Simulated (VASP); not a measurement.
# Al (Fm-3m) in VASP: further runs

Runs on Al. Level: PBEsol. Tasks: single point.

All numbers are computed with VASP 6.6.1; they aren't measurements. Logs are shortened: lines on timing, memory, paths and dates and some standing lists are left out, and cuts for length are marked.

### 1 The cell of the first run

It takes space group Fm-3m (No. 225, cubic). The conventional cell has a = 4.050 Å, b = 4.050 Å, c = 4.050 Å, α = 90.00°, β = 90.00°, γ = 90.00°. Al (site symmetry m-3m) has 12 Al at 2.86 Å within 3.8 Å.

### 2 Single point, PBEsol

Contents of INCAR:

```
PREC     = Accurate       # precision mode
ENCUT    = 520            # plane-wave cutoff, eV
EDIFF    = 1E-7           # SCF threshold, eV
ISMEAR   = 1              # smearing method
SIGMA    = 0.1            # smearing width, eV
LREAL    = F              # projectors in reciprocal space
LASPH    = T              # aspherical terms in the spheres
NELM     = 60             # most SCF steps
ALGO     = Normal         # electronic algorithm
ISIF     = 2              # what is computed and relaxed
LWAVE    = F              # write WAVECAR
LCHARG   = T              # write CHGCAR
GGA      = PS             # functional
LELF     = T              # ELF
LVHAR    = T            
NBANDS   = 8              # bands
```

Contents of KPOINTS:

```
regular mesh
0
Gamma
  12 12 12
```

Contents of POSCAR:

```
Al
1.0
    0.0000000000      2.0248050000      2.0248050000
    2.0248050000      0.0000000000      2.0248050000
    2.0248050000      2.0248050000      0.0000000000
Al
1
Direct
    0.0000000000      0.0000000000      0.0000000000
```

Potentials or basis: VASP PAW PBE potentials, release 64 (Al).

Run with:

```sh
$ cat potpaw_PBE.64/Al/POTCAR > POTCAR
$ mpirun -np 1 vasp_std > vasp.out
```

OUTCAR:

```text
PREC = Accurate
   ENCUT = 520
   EDIFF = 1E-7
   ISMEAR = 1
   LREAL = F
   LASPH = T
   NELM = 60
   ISIF = 2
   GGA = PS

 ion  position               nearest neighbor table
   1  0.000  0.000  0.000-

  LATTYP: Found a face centered cubic cell.
 ALAT       =     4.0496100000

  Lattice vectors:

 A1 = (   0.0000000000,   2.0248050000,   2.0248050000)
 A2 = (   2.0248050000,   0.0000000000,   2.0248050000)
 A3 = (   2.0248050000,   2.0248050000,   0.0000000000)

Analysis of symmetry for initial positions (statically):
=====================================================================
 Subroutine PRICEL returns:
 Original cell was already a primitive cell.

 Routine SETGRP: Setting up the symmetry group for a
 face centered cubic supercell.

 Subroutine GETGRP returns: Found 48 space group operations
 (whereof 48 operations were pure point group operations)
 out of a pool of 48 trial point group operations.

The static configuration has the point symmetry O_h .

Analysis of symmetry for dynamics (positions and initial velocities):
=====================================================================
 Subroutine PRICEL returns:
 Original cell was already a primitive cell.

 Routine SETGRP: Setting up the symmetry group for a
 face centered cubic supercell.

 Subroutine GETGRP returns: Found 48 space group operations
 (whereof 48 operations were pure point group operations)
 out of a pool of 48 trial point group operations.

The dynamic configuration has the point symmetry O_h .

 Subroutine INISYM returns: Found 48 space group operations
 (whereof 48 operations are pure point group operations),
 and found     1 'primitive' translations

----------------------------------------------------------------------------------------

                                     Primitive cell

  volume of cell :      16.6027

  direct lattice vectors                    reciprocal lattice vectors
     0.000000000  2.024805000  2.024805000    -0.246937359  0.246937359  0.246937359
     2.024805000  0.000000000  2.024805000     0.246937359 -0.246937359  0.246937359
     2.024805000  2.024805000  0.000000000     0.246937359  0.246937359 -0.246937359

  length of vectors
     2.863506692  2.863506692  2.863506692     0.427708053  0.427708053  0.427708053

  position of ions in fractional coordinates (direct lattice)
     0.000000000  0.000000000  0.000000000

  ion indices of the primitive-cell ions
   primitive index   ion index
                 1           1

----------------------------------------------------------------------------------------

 KPOINTS: regular mesh

Automatic generation of k-mesh.
 Grid dimensions read from file:
 generate k-points for:   12   12   12

 Generating k-lattice:

  Cartesian coordinates                     Fractional coordinates (reciprocal lattice)
    -0.020578113  0.020578113  0.020578113     0.083333333  0.000000000  0.000000000
     0.020578113 -0.020578113  0.020578113     0.000000000  0.083333333  0.000000000
     0.020578113  0.020578113 -0.020578113     0.000000000  0.000000000  0.083333333

  Length of vectors
     0.035642338  0.035642338  0.035642338

  Shift w.r.t. Gamma in fractional coordinates (k-lattice)
     0.000000000  0.000000000  0.000000000

 Subroutine IBZKPT returns following result:
 ===========================================

 Found     72 irreducible k-points:

 Following reciprocal coordinates:
            Coordinates               Weight
  0.000000  0.000000  0.000000      1.000000
  0.083333  0.000000  0.000000      8.000000
  0.166667  0.000000  0.000000      8.000000
  0.250000  0.000000  0.000000      8.000000
  0.333333  0.000000  0.000000      8.000000
  0.416667  0.000000  0.000000      8.000000
[... 16 lines left out ...]
  0.500000  0.166667  0.000000     24.000000
 -0.416667  0.166667  0.000000     24.000000
 [... further k-points ...]
   k-points           NKPTS =     72   k-points in BZ     NKDIM =     72   number of bands    NBANDS=      8
   number of dos      NEDOS =    301   number of ions     NIONS =      1
   total plane-waves  NPLWV =  13824
   dimension x,y,z NGX =    24 NGY =   24 NGZ =   24
   dimension x,y,z NGXF=    48 NGYF=   48 NGZF=   48
   ions per type =               1
   NGX,Y,Z   is equivalent  to a cutoff of  13.93, 13.93, 13.93 a.u.
   NGXF,Y,Z  is equivalent  to a cutoff of  27.87, 27.87, 27.87 a.u.
 SYSTEM =  unknown system
   PREC   = accura    normal or accurate (medium, high low for compatibility)
   ISTART =      0    job   : 0-new  1-cont  2-samecut
   ICHARG =      2    charge: 1-file 2-atom 10-const
   ISPIN  =      1    spin polarized calculation?
   LNONCOLLINEAR =      F non collinear calculations
   LSORBIT =      F    spin-orbit coupling
   LASPH  =      T    aspherical Exc in radial PAW
   ENCUT  =  520.0 eV  38.22 Ry    6.18 a.u.   5.32  5.32  5.32*2*pi/ulx,y,z
   NELM   =     60;   NELMIN=  2; NELMDL= -5     # of ELM steps
   EDIFF  = 0.1E-06   stopping-criterion for ELM
   LREAL  =      F    real-space projection
   EDIFFG = 0.1E-05   stopping-criterion for IOM
   NSW    =      0    number of steps for IOM
   IBRION =     -1    ionic relax: 0-MD 1-quasi-New 2-CG
   NFREE  =      0    steps in history (QN), initial steepest desc. (CG)
   ISIF   =      2    stress and relaxation
   ISYM   =      2    0-nonsym 1-usesym 2-fastsym
   POTIM  = 0.5000    time-step for ionic-motion
   TEBEG  =    0.0;   TEEND  =   0.0 temperature during run
   PSTRESS=    0.0 pullay stress
   NELECT =       3.0000    total number of electrons
   NUPDOWN=      -1.0000    fix difference up-down
   EMIN   =  10.00;   EMAX   =-10.00  energy-range for DOS
   EFERMI =   0.00;   METHOD = LEGACY
   ISMEAR =     1;   SIGMA  =   0.10  broadening in eV -4-tet -1-fermi 0-gaus
   EFERMI_NEDOS =   21; number of points for ismear=-14 and -15
   IALGO  =     38    algorithm
   IMIX   =      4    mixing-type and parameters
     AMIX     =   0.40;   BMIX     =  1.00
     AMIX_MAG =   1.60;   BMIX_MAG =  1.00
  volume/ion in A,a.u.               =      16.60       112.04
  Fermi-wavevector in a.u.,A,eV,Ry     =   0.925526  1.748991 11.654733  0.856599
  Thomas-Fermi vector in A             =   2.051390
   LORBIT       =      0    0 simple, 1 ext, 2 COOP (PROOUT), +10 PAW based schemes
   GGA     = PS    functional components
   LHFCALC =     F    Hartree Fock is set to
   AEXX    =    0.0000 exact exchange contribution
   IVDW    =     0    specifies the selected vdW correction
   LEPSILON=     F    determine dielectric tensor
   LRPA    =     F    only Hartree local field effects (RPA)
 non-spin polarized calculation
 Methfessel and Paxton  Order N= 1 SIGMA  =   0.10
  energy-cutoff  :      520.00
  volume of cell :       16.60
 maximum number of plane-waves:       459
 NGX is ok and might be reduce to    24
   NGX = 11   NGY = 11   NGZ = 11

 number of electron       3.0000000 magnetization

 Free energy of the ion-electron system (eV)
  ---------------------------------------------------
  ext. energy  EPLUGINS =         0.00000000
  ---------------------------------------------------
  free energy    TOTEN  =        -4.09728069 eV

  energy without entropy =       -4.09802228  energy(sigma->0) =       -4.09752789

 E-fermi :   7.7436     XC(G=0): -10.2337

 val. band max:        7.6475695958   @ k =   0.5000   0.2500   0.0833
 cond. band min:       7.8232816104   @ k =  -0.4167   0.4167   0.0833
 fundamental gap:      0.1757120146
 Fermi energy:         7.7436359607

 k-point     1 :       0.0000    0.0000    0.0000
  band No.  band energies     occupation
      1      -3.2011      2.00000
      2      20.4475      0.00000
      3      20.4475      0.00000
      4      20.4475      0.00000
      5      21.8924      0.00000
      6      21.8924      0.00000
      7      21.8924      0.00000
      8      24.3255      0.00000

 k-point     2 :       0.0833    0.0000    0.0000
  band No.  band energies     occupation
      1      -3.0131      2.00000
      2      17.8396      0.00000
      3      19.8722      0.00000
      4      19.8722      0.00000
      5      22.5767      0.00000
      6      22.7536      0.00000
      7      22.7536      0.00000
      8      26.1206      0.00000

 k-point     3 :       0.1667    0.0000    0.0000
  band No.  band energies     occupation
      1      -2.4509      2.00000
      2      14.4945      0.00000
      3      19.1715      0.00000
      4      19.1715      0.00000
      5      22.4020      0.00000
      6      23.8106      0.00000
      7      23.8106      0.00000
      8      25.0690      0.00000

 k-point     4 :       0.2500    0.0000    0.0000
  band No.  band energies     occupation
      1      -1.5189      2.00000
      2      11.3072      0.00000
      3      18.7304      0.00000
      4      18.7304      0.00000
      5      22.1745      0.00000
      6      22.5561      0.00000
      7      22.5561      0.00000
      8      26.5600      0.00000

 k-point     5 :       0.3333    0.0000    0.0000
  band No.  band energies     occupation
      1      -0.2241      2.00000
      2       8.3770     -0.00000
      3      18.5914      0.00000
      4      18.5914      0.00000
      5      21.1706      0.00000
      6      21.1706      0.00000
      7      22.1518      0.00000
      8      25.1398      0.00000

 k-point     6 :       0.4167    0.0000    0.0000
  band No.  band energies     occupation
      1       1.4236      2.00000
      2       5.7417      2.00000
      3      18.7641      0.00000
      4      18.7641      0.00000
      5      20.0590      0.00000
      6      20.0590      0.00000
      7      22.4229      0.00000
      8      23.9388      0.00000

 k-point     7 :       0.5000    0.0000    0.0000
  band No.  band energies     occupation
      1       3.3159      2.00000
      2       3.5194      2.00000
      3      19.2160      0.00000
      4      19.2160      0.00000
      5      19.2920      0.00000
      6      19.2920      0.00000
      7      22.9626      0.00000
      8      23.0797      0.00000
[... 133 lines left out ...]
 k-point    20 :       0.2500    0.1667    0.0000
  band No.  band energies     occupation
      1      -1.5189      2.00000
      2      13.8969      0.00000
      3      16.1591      0.00000
      4      17.4698      0.00000
      5      18.2796      0.00000
      6      20.4975      0.00000
      7      27.1669      0.00000
      8      27.4459      0.00000

 k-point    21 :       0.3333    0.1667    0.0000
  band No.  band energies     occupation
      1      -0.4700      2.00000
      2      10.8713      0.00000
      3      15.7922      0.00000
      4      16.5217      0.00000
      5      17.4389      0.00000
      6      22.3070      0.00000
      7      25.9491      0.00000
      8      27.4826      0.00000

 k-point    22 :       0.4167    0.1667    0.0000
  band No.  band energies     occupation
      1       0.9365      2.00000
      2       8.0717     -0.00004
      3      15.1350      0.00000
      4      15.7450      0.00000
      5      17.4657      0.00000
      6      24.5521      0.00000
      7      24.7432      0.00000
      8      27.5491      0.00000

 k-point    23 :       0.5000    0.1667    0.0000
  band No.  band energies     occupation
      1       2.6884      2.00000
      2       5.5605      2.00000
      3      14.0683      0.00000
      4      16.0179      0.00000
      5      17.7981      0.00000
      6      23.7729      0.00000
      7      26.0741      0.00000
      8      28.0701      0.00000

 k-point    24 :      -0.4167    0.1667    0.0000
  band No.  band energies     occupation
      1       3.3458      2.00000
      2       4.7911      2.00000
      3      13.3394      0.00000
      4      16.6113      0.00000
      5      18.4612      0.00000
      6      23.0910      0.00000
      7      25.7906      0.00000
      8      28.7651      0.00000

 [... further k-points ...]

------------------------ aborting loop because EDIFF is reached ----------------------------------------

  FORCE on cell =-STRESS in cart. coord.  units (eV):
  Direction    XX          YY          ZZ          XY          YZ          ZX
  --------------------------------------------------------------------------------------
  -------------------------------------------------------------------------------------
  Total       -0.1812242     -0.1812242     -0.1812242     -0.0000000      0.0000000      0.0000000
  in kB      -17.4882828    -17.4882828    -17.4882828     -0.0000000      0.0000000      0.0000000
  external PRESSURE =     -17.4882828 kB  Pullay stress =       0.0000000 kB

 VOLUME and BASIS-vectors are now :
 -----------------------------------------------------------------------------
  energy-cutoff  :      520.00
  volume of cell :       16.60
      direct lattice vectors                 reciprocal lattice vectors
     0.000000000  2.024805000  2.024805000    -0.246937359  0.246937359  0.246937359
     2.024805000  0.000000000  2.024805000     0.246937359 -0.246937359  0.246937359
     2.024805000  2.024805000  0.000000000     0.246937359  0.246937359 -0.246937359

 POSITION                                       TOTAL-FORCE (eV/Angst)
 -----------------------------------------------------------------------------------
      0.00000      0.00000      0.00000         0.000000      0.000000      0.000000
 -----------------------------------------------------------------------------------
    total drift:                                0.000000     -0.000000     -0.000000

  FREE ENERGIE OF THE ION-ELECTRON SYSTEM (eV)
  ---------------------------------------------------
  free  energy   TOTEN  =        -4.0972806948 eV

  energy  without entropy=       -4.0980222830  energy(sigma->0) =       -4.09752789
```

Wall time 5.2 s (1 thread of Intel Xeon Platinum 8488C (Sapphire Rapids), shared host); peak memory 0.13 GiB.

What came out:

```yaml
Free_energy: -4.0973 eV
Pressure: -1.7 GPa
```

Levels at points of the mesh, in eV from the Fermi level:
```tsv
k point	band 1	band 2	band 3	band 4	band 5
(0.00, 0.00, 0.00)	-10.94	12.70	12.70	12.70	14.15
(0.50, 0.00, 0.00)	-4.43	-4.22	11.47	11.47	11.55
(0.50, 0.50, 0.00)	-2.76	-1.47	5.39	5.70	5.70
```

Caveat: the PAW data sets were made with another functional, which shifts forces and pressure a little.

(Continued in part 2 of 2.)
